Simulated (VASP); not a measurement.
# CdF2 (Fm-3m) in VASP: notebook

Runs on CdF2. Level: PBEsol. Tasks: vibrations by perturbation theory.

All numbers are computed with VASP 6.6.1; they aren't measurements. Logs are shortened: lines on timing, memory, paths and dates and some standing lists are left out, and cuts for length are marked.

## 1. The cell of the first run

It takes space group Fm-3m (No. 225, cubic). Conventional cell: a = 5.196 Å, b = 5.196 Å, c = 5.196 Å, α = 90.00°, β = 90.00°, γ = 90.00°. Within 3.0 Å of Cd (site symmetry m-3m) lie 8 F at 2.25 Å. Within 3.0 Å of F (site symmetry -43m) lie 4 Cd at 2.25 Å and 6 F at 2.60 Å.

## 2. Vibrations by perturbation theory, PBEsol

INCAR reads:

```
PREC = Accurate ; ENCUT = 520
EDIFF = 1E-8 ; ISMEAR = 0
SIGMA = 0.01 ; LREAL = False
LASPH = True ; NELM = 100
ALGO = Normal ; ISIF = 2
LWAVE = False ; LCHARG = False
GGA = PS ; NBANDS = 20
IBRION = 8 ; NSW = 1
```

KPOINTS reads:

```
Automatic mesh
0
Gamma
  8 8 8
```

POSCAR reads:

```
CdF2
1.0
    2.5977703678      2.5977703678      0.0000000000
   -2.5977703678      2.5977703678      0.0000000000
    0.0000000000      2.5977703678      2.5977703678
Cd F
1 2
Direct
    0.0000000000      0.0000000000      0.0000000000
    0.2500000000      0.7500000000      0.5000000000
    0.7500000000      0.2500000000      0.5000000000
```

Potentials or basis: VASP PAW PBE potentials, release 64 (Cd, F).

Command:

```console
$ cat potpaw_PBE.64/Cd/POTCAR potpaw_PBE.64/F/POTCAR > POTCAR
$ mpirun -np 1 vasp_std > vasp.out
```

OUTCAR:

```text
PREC = Accurate
   ENCUT = 520
   EDIFF = 1E-8
   ISMEAR = 0
   LREAL = False
   LASPH = True
   NELM = 100
   ISIF = 2
   GGA = PS
   IBRION = 8
   NSW = 1

 ion  position               nearest neighbor table
   1  0.000  0.000  0.000-   3 2.25   2 2.25   2 2.25   3 2.25   2 2.25   3 2.25   3 2.25   2 2.25

   2  0.250  0.750  0.500-   1 2.25   1 2.25   1 2.25   1 2.25
   3  0.750  0.250  0.500-   1 2.25   1 2.25   1 2.25   1 2.25

  LATTYP: Found a face centered cubic cell.
 ALAT       =     5.1955407356

  Lattice vectors:

 A1 = (   0.0000000000,   2.5977703678,   2.5977703678)
 A2 = (   2.5977703678,   0.0000000000,   2.5977703678)
 A3 = (   2.5977703678,   2.5977703678,   0.0000000000)

Analysis of symmetry for initial positions (statically):
=====================================================================
 Subroutine PRICEL returns:
 Original cell was already a primitive cell.

 Routine SETGRP: Setting up the symmetry group for a
 face centered cubic supercell.

 Subroutine GETGRP returns: Found 48 space group operations
 (whereof 48 operations were pure point group operations)
 out of a pool of 48 trial point group operations.

The static configuration has the point symmetry O_h .

Analysis of symmetry for dynamics (positions and initial velocities):
=====================================================================
 Subroutine PRICEL returns:
 Original cell was already a primitive cell.

 Routine SETGRP: Setting up the symmetry group for a
 face centered cubic supercell.

 Subroutine GETGRP returns: Found 48 space group operations
 (whereof 48 operations were pure point group operations)
 out of a pool of 48 trial point group operations.

The dynamic configuration has the point symmetry O_h .

 Subroutine INISYM returns: Found 48 space group operations
 (whereof 48 operations are pure point group operations),
 and found     1 'primitive' translations

----------------------------------------------------------------------------------------

                                     Primitive cell

  volume of cell :      35.0616

  direct lattice vectors                    reciprocal lattice vectors
     2.597770368  2.597770368  0.000000000     0.192472747  0.192472747 -0.192472747
    -2.597770368  2.597770368  0.000000000    -0.192472747  0.192472747 -0.192472747
     0.000000000  2.597770368  2.597770368     0.000000000  0.000000000  0.384945495

  length of vectors
     3.673802086  3.673802086  3.673802086     0.333372578  0.333372578  0.384945495

  position of ions in fractional coordinates (direct lattice)
     0.000000000  0.000000000  0.000000000
     0.250000000  0.750000000  0.500000000
     0.750000000  0.250000000  0.500000000

  ion indices of the primitive-cell ions
   primitive index   ion index
                 1           1
                 2           2
                 3           3

----------------------------------------------------------------------------------------

 KPOINTS: Automatic mesh

Automatic generation of k-mesh.
 Grid dimensions read from file:
 generate k-points for:    8    8    8

 Generating k-lattice:

  Cartesian coordinates                     Fractional coordinates (reciprocal lattice)
     0.024059093  0.024059093 -0.024059093     0.125000000  0.000000000  0.000000000
    -0.024059093  0.024059093 -0.024059093     0.000000000  0.125000000  0.000000000
     0.000000000  0.000000000  0.048118187     0.000000000  0.000000000  0.125000000

  Length of vectors
     0.041671572  0.041671572  0.048118187

  Shift w.r.t. Gamma in fractional coordinates (k-lattice)
     0.000000000  0.000000000  0.000000000

 Subroutine IBZKPT returns following result:
 ===========================================

 Found     29 irreducible k-points:

 Following reciprocal coordinates:
            Coordinates               Weight
  0.000000  0.000000  0.000000      1.000000
  0.125000  0.000000  0.000000      8.000000
  0.250000  0.000000  0.000000      8.000000
  0.375000  0.000000  0.000000      8.000000
  0.500000  0.000000  0.000000      4.000000
  0.125000  0.125000  0.000000     12.000000
[... 16 lines left out ...]
  0.375000  0.250000  0.125000     48.000000
[... 17 lines left out ...]
   LASPH  =      T    aspherical Exc in radial PAW
   ENCUT  =  520.0 eV  38.22 Ry    6.18 a.u.   6.83  6.83  6.83*2*pi/ulx,y,z
   NELM   =    100;   NELMIN=  2; NELMDL= -5     # of ELM steps
   EDIFF  = 0.1E-07   stopping-criterion for ELM
   LREAL  =      F    real-space projection
   EDIFFG = 0.1E-06   stopping-criterion for IOM
   NSW    =      1    number of steps for IOM
   IBRION =      8    ionic relax: 0-MD 1-quasi-New 2-CG
   NFREE  =      0    steps in history (QN), initial steepest desc. (CG)
   ISIF   =      2    stress and relaxation
   ISYM   =      2    0-nonsym 1-usesym 2-fastsym
   POTIM  = 0.5000    time-step for ionic-motion
   TEBEG  =    0.0;   TEEND  =   0.0 temperature during run
   PSTRESS=    0.0 pullay stress
   NELECT =      26.0000    total number of electrons
   NUPDOWN=      -1.0000    fix difference up-down
   EMIN   =  10.00;   EMAX   =-10.00  energy-range for DOS
   EFERMI =   0.00;   METHOD = LEGACY
   ISMEAR =     0;   SIGMA  =   0.01  broadening in eV -4-tet -1-fermi 0-gaus
   EFERMI_NEDOS =   21; number of points for ismear=-14 and -15
   IALGO  =     38    algorithm
   IMIX   =      4    mixing-type and parameters
     AMIX     =   0.40;   BMIX     =  1.00
     AMIX_MAG =   1.60;   BMIX_MAG =  1.00
  volume/ion in A,a.u.               =      11.69        78.87
  Fermi-wavevector in a.u.,A,eV,Ry     =   1.481796  2.800189 29.874590  2.195720
  Thomas-Fermi vector in A             =   2.595662
   LORBIT       =      0    0 simple, 1 ext, 2 COOP (PROOUT), +10 PAW based schemes
   GGA     = PS    functional components
   LHFCALC =     F    Hartree Fock is set to
   AEXX    =    0.0000 exact exchange contribution
   IVDW    =     0    specifies the selected vdW correction
   LEPSILON=     F    determine dielectric tensor
   LRPA    =     F    only Hartree local field effects (RPA)
 non-spin polarized calculation
 Gauss-broadening in eV      SIGMA  =   0.01
  energy-cutoff  :      520.00
  volume of cell :       35.06
 maximum number of plane-waves:       960
   NGX = 13   NGY = 13   NGZ = 13

--------------------------------------- Ionic step        1  -------------------------------------------

 number of electron      26.0000011 magnetization

 Free energy of the ion-electron system (eV)
  ---------------------------------------------------
  ext. energy  EPLUGINS =         0.00000000
  ---------------------------------------------------
  free energy    TOTEN  =       -11.38925851 eV

  energy without entropy =      -11.38925851  energy(sigma->0) =      -11.38925851

 E-fermi :  -0.4155     XC(G=0): -11.3306

 val. band max:       -0.5347546894   @ k =   0.5000   0.5000   0.2500
 cond. band min:       2.7413653510   @ k =   0.0000   0.0000   0.0000
 fundamental gap:      3.2761200404
 Fermi energy:        -0.4154886780

 k-point     1 :       0.0000    0.0000    0.0000
  band No.  band energies     occupation
      1     -21.9509      2.00000
      2     -20.4621      2.00000
      3      -6.6380      2.00000
      4      -6.6380      2.00000
      5      -6.6380      2.00000
      6      -4.8414      2.00000
[... 541 lines left out ...]
     19      18.7369      0.00000
     20      22.3640      0.00000

 [... further k-points ...]
[... 5 lines left out ...]
  --------------------------------------------------------------------------------------
  -------------------------------------------------------------------------------------
  Total        3.6074963      3.6074963      3.6074963      0.0000000     -0.0000000      0.0000000
  in kB      164.8481966    164.8481966    164.8481966      0.0000000     -0.0000000      0.0000000
  external PRESSURE =     164.8481966 kB  Pullay stress =       0.0000000 kB

 VOLUME and BASIS-vectors are now :
 -----------------------------------------------------------------------------
  energy-cutoff  :      520.00
  volume of cell :       35.06
      direct lattice vectors                 reciprocal lattice vectors
     2.597770368  2.597770368  0.000000000     0.192472747  0.192472747 -0.192472747
    -2.597770368  2.597770368  0.000000000    -0.192472747  0.192472747 -0.192472747
     0.000000000  2.597770368  2.597770368     0.000000000  0.000000000  0.384945495

 POSITION                                       TOTAL-FORCE (eV/Angst)
 -----------------------------------------------------------------------------------
      0.00000      0.00000      0.00000        -0.000000     -0.000000      0.000000
     -1.29889      3.89666      1.29889         0.000000     -0.000000     -0.000000
      1.29889      3.89666      1.29889         0.000000      0.000000      0.000000
 -----------------------------------------------------------------------------------
    total drift:                                0.000000      0.000000     -0.000000

  FREE ENERGIE OF THE ION-ELECTRON SYSTEM (eV)
  ---------------------------------------------------
  free  energy   TOTEN  =       -11.3892585053 eV

  energy  without entropy=      -11.3892585053  energy(sigma->0) =      -11.38925851

[... ionic steps 2 to 3 ...]

--------------------------------------- Ionic step        4  -------------------------------------------

------------------------ aborting loop because EDIFF is reached ----------------------------------------

[... ionic steps 5 to 6 ...]

--------------------------------------- Ionic step        7  -------------------------------------------

 Free energy of the ion-electron system (eV)
  ---------------------------------------------------
  ---------------------------------------------------
  free energy    TOTEN  =        -0.53117703 eV

  energy without entropy =       -0.53117703

------------------------ aborting loop because EDIFF is reached ----------------------------------------

 INTERNAL STRAIN TENSOR  FOR ION    2  DIRECTION 1   (eV/Angst):
 -----------------------------------------------------------------------------
    -0.00330  0.00000  0.00000
     0.00000  0.00448 -5.60383
     0.00000 -5.60383  0.00448

 INTERNAL STRAIN TENSOR FOR ION    3 for displacements in x,y,z  (eV/Angst):
          X           Y           Z          XY          YZ          ZX
  --------------------------------------------------------------------------------
  x     0.00000    -0.00000    -0.00000    -0.00000     5.60383     0.00000
  y     0.00000     0.00000     0.00000     0.00000    -0.00000     5.60383
  z     0.00000     0.00000     0.00000     5.60383    -0.00000     0.00000

 SECOND DERIVATIVES (NOT SYMMETRIZED)
 ------------------------------------
               1X          1Y          1Z          2X          2Y          2Z          3X          3Y          3Z
  1X    -9.473816   -0.000000    0.000000    4.736908    0.000000    0.000000    4.736908    0.000000    0.000000
  1Y     0.000000   -9.473816   -0.000000    0.000000    4.736908    0.000000    0.000000    4.736908    0.000000
  1Z     0.000000    0.000000   -9.473816    0.000000    0.000000    4.736908    0.000000    0.000000    4.736908
  2X     4.735972   -0.000000    0.000000   -7.189812    0.000000    0.000000    2.453839    0.000000    0.000000
  2Y     0.000000    4.735972   -0.000000    0.000000   -7.189812    0.000000    0.000000    2.453839    0.000000
  2Z     0.000000   -0.000000    4.735972    0.000000    0.000000   -7.189812    0.000000    0.000000    2.453839
  3X     4.735972   -0.000000    0.000000    2.453839    0.000000    0.000000   -7.189812    0.000000    0.000000
  3Y     0.000000    4.735972   -0.000000    0.000000    2.453839    0.000000    0.000000   -7.189812    0.000000
  3Z     0.000000   -0.000000    4.735972    0.000000    0.000000    2.453839    0.000000    0.000000   -7.189812

 Eigenvectors and eigenvalues of the dynamical matrix
 ----------------------------------------------------

   1 f  =   11.138264 THz    69.983780 2PiTHz  371.532512 cm-1    46.064140 meV
             X         Y         Z           dx          dy          dz
      0.000000  0.000000  0.000000     0.000000   -0.000000   -0.000000
     -1.298885  3.896656  1.298885    -0.223804    0.668994   -0.048570
      1.298885  3.896656  1.298885     0.223804   -0.668994    0.048570
[... 43 lines left out ...]
   9 f/i=    0.000387 THz     0.002435 2PiTHz    0.012925 cm-1     0.001603 meV
             X         Y         Z           dx          dy          dz
      0.000000  0.000000  0.000000    -0.805016   -0.314960   -0.009542
     -1.298885  3.896656  1.298885    -0.330976   -0.129494   -0.003923
      1.298885  3.896656  1.298885    -0.330976   -0.129494   -0.003923

--------------------------------------------------------------------------------------------------------

 ELASTIC MODULI CONTR FROM IONIC RELAXATION (kBar)
 Direction    XX          YY          ZZ          XY          YZ          ZX
 --------------------------------------------------------------------------------
 XX          -0.0000     -0.0000     -0.0000     -0.0000     -0.0000     -0.0000
 YY          -0.0000     -0.0000     -0.0000     -0.0000      0.0000      0.0000
 ZZ          -0.0000     -0.0000     -0.0000     -0.0000      0.0000     -0.0000
 XY          -0.0000     -0.0000     -0.0000   -297.6028      0.0000     -0.0000
 YZ           0.0000      0.0000      0.0000      0.0000   -297.6028     -0.0000
 ZX          -0.0000      0.0000     -0.0000     -0.0000     -0.0000   -297.6028
 --------------------------------------------------------------------------------
```

Wall time 2 min (1 thread of Intel Xeon Platinum 8375C at 2.90GHz (Ice Lake), shared host); peak memory 0.27 GiB.

What came out:

| Item | Value |
| --- | --- |
| Highest phonon frequency at Γ, LO-TO splitting left out | 372 cm⁻¹ |

Phonon frequencies in cm⁻¹ (negative: imaginary):
| q point | frequencies |
| --- | --- |
| (0.000, 0.000, 0.000) | 0 0 0 301 301 301 372 372 372 |

Caveat: the cell stands under pressure or tension, which shifts response properties; the PAW data sets were made with another functional, which shifts forces and pressure a little.

## 3. Vibrations by perturbation theory, PBEsol

This run uses another cell than the first one, of 12.05 Å³/atom.

INCAR reads:

```
SYSTEM = CdF2
PREC     = Accurate       ! precision mode
ENCUT    = 520            ! plane-wave cutoff, eV
EDIFF    = 1E-8           ! SCF threshold, eV
ISMEAR   = 0              ! smearing method
SIGMA    = 0.01           ! smearing width, eV
LREAL    = .False.        ! projectors in reciprocal space
LASPH    = .True.         ! aspherical terms in the spheres
NELM     = 100            ! most SCF steps
ALGO     = Normal         ! electronic algorithm
ISIF     = 2              ! what is computed and relaxed
LWAVE    = .False.        ! write WAVECAR
LCHARG   = .False.        ! write CHGCAR
GGA      = PS             ! functional
IBRION   = 8              ! ionic algorithm
NSW      = 1              ! ionic steps
```

KPOINTS reads:

```
regular mesh
0
Gamma
  8 8 8
  0 0 0
```

POSCAR reads:

```
CdF2
1.0
    2.6240418232      2.6240418232      0.0000000000
   -2.6240418232      2.6240418232      0.0000000000
    0.0000000000      2.6240418232      2.6240418232
Cd F
1 2
Direct
    0.0000000000      0.0000000000      0.0000000000
    0.2500000000      0.7500000000      0.5000000000
    0.7500000000      0.2500000000      0.5000000000
```

Potentials or basis: VASP PAW PBE potentials, release 64 (Cd, F).

Command:

```console
$ cat potpaw_PBE.64/Cd/POTCAR potpaw_PBE.64/F/POTCAR > POTCAR
$ mpirun -np 1 vasp_std > vasp.out
```

OUTCAR:

```text
SYSTEM = CdF2
   PREC = Accurate
   ENCUT = 520
   EDIFF = 1E-8
   ISMEAR = 0
   LREAL = .False.
   LASPH = .True.
   NELM = 100
   ISIF = 2
   GGA = PS
   IBRION = 8
   NSW = 1

 ion  position               nearest neighbor table
   1  0.000  0.000  0.000-   3 2.27   2 2.27   2 2.27   3 2.27   2 2.27   3 2.27   3 2.27   2 2.27

   2  0.250  0.750  0.500-   1 2.27   1 2.27   1 2.27   1 2.27
   3  0.750  0.250  0.500-   1 2.27   1 2.27   1 2.27   1 2.27
[... 750 lines left out ...]
  2Z    -0.000000   -0.000000    4.141728   -0.000000   -0.000000   -6.482728    0.000000    0.000000    2.341001
  3X     4.141728    0.000000   -0.000000    2.341001   -0.000000    0.000000   -6.482728    0.000000   -0.000000
  3Y    -0.000000    4.141728    0.000000    0.000000    2.341001   -0.000000   -0.000000   -6.482728    0.000000
  3Z    -0.000000   -0.000000    4.141728    0.000000    0.000000    2.341001   -0.000000   -0.000000   -6.482728

 Eigenvectors and eigenvalues of the dynamical matrix
 ----------------------------------------------------

   1 f  =   10.654250 THz    66.942625 2PiTHz  355.387515 cm-1    44.062416 meV
             X         Y         Z           dx          dy          dz
      0.000000  0.000000  0.000000     0.000000    0.000000    0.000000
     -1.312021  3.936063  1.312021     0.063944   -0.585443    0.391366
      1.312021  3.936063  1.312021    -0.063944    0.585443   -0.391366
[... 43 lines left out ...]
   9 f/i=    0.031097 THz     0.195390 2PiTHz    1.037293 cm-1     0.128608 meV
             X         Y         Z           dx          dy          dz
      0.000000  0.000000  0.000000     0.823942    0.252499    0.089123
     -1.312021  3.936063  1.312021     0.335853    0.102923    0.036328
      1.312021  3.936063  1.312021     0.335853    0.102923    0.036328

--------------------------------------------------------------------------------------------------------

 ELASTIC MODULI CONTR FROM IONIC RELAXATION (kBar)
 Direction    XX          YY          ZZ          XY          YZ          ZX
 --------------------------------------------------------------------------------
 XX          -0.0000      0.0000      0.0000      0.0000     -0.0000      0.0000
 YY           0.0000     -0.0000      0.0000      0.0000      0.0000     -0.0000
 ZZ           0.0000      0.0000     -0.0000     -0.0000      0.0000      0.0000
 XY           0.0000      0.0000     -0.0000   -205.5548      0.0000      0.0000
 YZ          -0.0000      0.0000      0.0000      0.0000   -205.5548     -0.0000
 ZX           0.0000     -0.0000      0.0000      0.0000     -0.0000   -205.5548
 --------------------------------------------------------------------------------
```

OSZICAR:

```text
N       E                     dE             d eps       ncg     rms          rms(c)
DAV:   1     0.194403599094E+03    0.19440E+03   -0.16093E+04  1042   0.157E+03
DAV:   2    -0.486728450799E+01   -0.19927E+03   -0.19230E+03  1132   0.383E+02
DAV:   3    -0.127857529792E+02   -0.79185E+01   -0.78963E+01  1090   0.854E+01
DAV:   4    -0.128300734367E+02   -0.44320E-01   -0.44305E-01  1159   0.597E+00
[... 40 lines left out ...]
RMM:   9    -0.531509354072E+00    0.62616E-06    0.14225E-09  5136   0.123E-04    0.865E-06
RMM:  10    -0.531509278194E+00    0.75878E-07   -0.52646E-10  5247   0.320E-05    0.493E-06
RMM:  11    -0.531509249198E+00    0.28996E-07    0.36550E-09  5126   0.286E-05    0.979E-07
RMM:  12    -0.531509230661E+00    0.18537E-07    0.14992E-08  4468   0.192E-05    0.477E-07
RMM:  13    -0.531509237278E+00   -0.66170E-08    0.15835E-08  2939   0.176E-05    0.908E-08
 Linear response finished
```

Wall time 1.8 min (1 thread of Intel Xeon Platinum 8375C at 2.90GHz (Ice Lake), shared host); peak memory 0.26 GiB.

Results:

| Quantity | Value |
| --- | --- |
| Highest phonon frequency at Γ, LO-TO splitting left out | 355 cm⁻¹ |

Phonon frequencies in cm⁻¹ (negative: imaginary):
| q point | frequencies |
| --- | --- |
| (0.000, 0.000, 0.000) | -1 -1 -1 281 281 281 355 355 355 |

Caveat: the cell stands under pressure or tension, which shifts response properties; the PAW data sets were made with another functional, which shifts forces and pressure a little.

[end of part 1 of 2]
